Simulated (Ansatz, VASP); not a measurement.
## CdTe in VASP and in Ansatz

```
Cd Te
1.0
     4.58892    0.00000    0.00000
     2.29446    3.97412    0.00000
     2.29446    1.32471    3.74684
Cd Te
1 1
Direct
  0.00000 0.00000 0.00000
  0.25000 0.25000 0.25000
```

Alike in both runs: functional PBEsol; k mesh 6 × 6 × 6; no spin polarisation.

Ansatz relaxed the structure, and its values are those at the end. VASP's run is a single point on that final structure, the one shown.

|  | VASP | Ansatz |
| --- | --- | --- |
| version | VASP 6.6.1 | Ansatz 0.2.0 |
| potentials or method | VASP PAW PBE potentials, release 64 (Cd, Te), cutoff 520 eV | plane waves, PAW |
| occupations | gaussian, width 0.01 eV | fixed |
| valence electrons in the cell | 18 | 36 |

```tsv
	VASP	Ansatz	Ansatz less VASP
pressure (GPa)	0.2	0.0	-0.16
```

VASP's potentials were made for PBE, not for PBEsol. VASP's potentials hold 18 valence electrons a cell and Ansatz's 36, so a difference there can come from the potentials and not from the codes.

Spin-orbit coupling is off throughout.
